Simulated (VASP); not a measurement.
Crystal: Si5F.

```xyz
6
Lattice="2.8814 0.0000 0.0000 -1.4407 2.4954 0.0000 0.0000 0.0000 11.8365" Properties=species:S:1:pos:R:3 pbc="T T T"
Si    1.4407    0.8318    9.9244
Si    0.0000    1.6636    7.8839
Si    1.4407    0.8318    5.9183
Si    0.0000    1.6636    3.9526
Si    1.4407    0.8318    1.9121
F     0.0000    1.6636    0.0000
```

The cell was built from a structure type or drawn by symmetry, and may not be a known phase.

```yaml
Program: VASP 6.6.1
Task: relaxation of cell and atoms
Functional: PBE
Potentials_or_basis: VASP PAW PBE potentials, release 64 (Si, F)
Cutoff: 600 eV
k_mesh: 12 × 12 × 4
Occupations: gaussian, width 0.1 eV
Spin: no spin polarisation
```

At the start: pressure 0.3 GPa; volume 14.18 Å³/atom.

Task: How do energy, volume and symmetry change on relaxing?

Result: Over 43 steps the energy falls by 38.0 meV/atom and the volume is 13.57 Å³/atom (-4.4 %); space group P-6m2 (No. 187, to 0.1 Å) before and after.

The path:
| step | energy change (eV) | largest force (eV/Å) | pressure (GPa) | volume (Å³) |
| --- | --- | --- | --- | --- |
| 1 | 0.0000 | 0.0939 | 0.32 | 85.11 |
| 3 | -0.0275 | 0.2839 | -2.05 | 86.50 |
| 5 | -0.0366 | 0.3015 | -4.89 | 88.54 |
| 7 | -0.0406 | 0.3210 | -5.16 | 88.68 |
| 9 | -0.0504 | 0.3600 | -6.09 | 89.23 |
| 11 | -0.0798 | 0.2988 | -5.74 | 88.54 |
| 13 | -0.1433 | 0.2460 | -3.87 | 85.43 |
| 15 | -0.1727 | 0.2404 | -2.20 | 83.44 |
| 17 | -0.1894 | 0.2641 | -1.40 | 82.52 |
| 19 | -0.1968 | 0.2509 | 2.18 | 79.76 |
| 21 | -0.2137 | 0.1764 | 0.26 | 81.03 |
| 23 | -0.2188 | 0.0958 | -0.14 | 81.36 |
| 25 | -0.2202 | 0.0714 | -0.46 | 81.65 |
| 27 | -0.2215 | 0.0425 | 0.09 | 81.15 |
| 29 | -0.2224 | 0.0056 | -0.03 | 81.36 |
| 31 | -0.2226 | 0.0420 | -0.11 | 81.52 |
| 33 | -0.2232 | 0.0427 | -0.12 | 81.56 |
| 35 | -0.2256 | 0.0653 | -0.23 | 81.72 |
| 37 | -0.2262 | 0.0469 | -0.13 | 81.57 |
| 39 | -0.2264 | 0.0271 | 0.01 | 81.42 |
| 41 | -0.2279 | 0.0279 | -0.05 | 81.43 |
| 43 | -0.2280 | 0.0080 | -0.02 | 81.39 |

Final structure:
```
Si F
1.0
     2.66566    0.00000    0.00000
    -1.33283    2.30853    0.00000
     0.00000    0.00000   13.22614
Si F
5 1
Direct
  0.66667 0.33333 0.85272
  0.33333 0.66667 0.67516
  0.66667 0.33333 0.50000
  0.33333 0.66667 0.32484
  0.66667 0.33333 0.14728
  0.33333 0.66667 0.00000
```

Caveat: the highest band is partly filled, so the run has too few bands.
